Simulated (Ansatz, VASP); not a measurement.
**Co in VASP and in Ansatz**

```
Co
1.0
     0.00000    2.56954    2.56954
     2.56954    0.00000    2.56954
     2.56954    2.56954    0.00000
Co
2
Direct
  0.12500 0.12500 0.12500
  0.87500 0.87500 0.87500
```

Alike in both runs: task single point; functional RPBE; k mesh 17 × 17 × 17; occupations fermi-dirac, width 0.05 eV; collinear spin.

|  | VASP | Ansatz |
| --- | --- | --- |
| version | VASP 6.6.1 | Ansatz 0.2.0 |
| potentials or method | VASP PAW PBE potentials, release 64 (Co), cutoff 520 eV | plane waves (420 eV) with PAW, scalar-relativistic |
| valence electrons in the cell | 18 | 34 |

```tsv
	VASP	Ansatz	Ansatz less VASP
net moment per atom (μB)	1.75	1.76	+0.010
size of the moment on the site where the two differ most (μB)	1.75	1.79	+0.039
```

VASP's potentials were made for PBE, not for RPBE. Site moments also hang on the region over which each program counts them. With one functional, cell and mesh, what is left measures potentials, basis and numerics. VASP's potentials hold 18 valence electrons a cell and Ansatz's 34, so a difference there can come from the potentials and not from the codes.
